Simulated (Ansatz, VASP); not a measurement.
## ZrGe2Pd3: VASP beside Ansatz

```
Zr Ge Pd
1.0
     3.12719    0.00000    0.00000
     0.00000    3.12719    0.00000
     0.00000    0.00000   10.08292
Zr Ge Pd
1 2 3
Direct
  0.50000 0.50000 0.16042
  0.00000 0.00000 0.97284
  0.50000 0.50000 0.51372
  0.00000 0.00000 0.65073
  0.00000 0.00000 0.35833
  0.50000 0.50000 0.84395
```

Change from the starting cell: species swapped into the Zr3TiCu2 type (P4mm, No. 99).

Alike in both runs: functional PBE; k mesh 10 × 10 × 4; occupations gaussian, width 0.1 eV; no spin polarisation.

Ansatz relaxed the structure, and its values are those at the end. VASP's run is a single point on that final structure, the one shown.

|  | VASP | Ansatz |
| --- | --- | --- |
| version | VASP 6.6.1 | Ansatz 0.2.0 |
| potentials or method | VASP PAW PBE potentials, release 64 (Zr_sv, Ge_d, Pd), cutoff 520 eV | scalar-relativistic, plane waves, PAW |
| valence electrons in the cell | 70 | 94 |

|  | VASP | Ansatz | Ansatz less VASP |
| --- | --- | --- | --- |
| gap on the k mesh at the Fermi level (eV) | none | none | - |
| pressure (GPa) | 0.1 | 0.0 | -0.06 |
| rms of the force components (eV/Å) | 0.010 | 0.002 | -0.0079 |

A gap of «none» marks a metal or a gap that the smearing closes. With one functional, cell and mesh, what is left measures potentials, basis and numerics. VASP's potentials hold 70 valence electrons a cell and Ansatz's 94, so a difference there can come from the potentials and not from the codes.
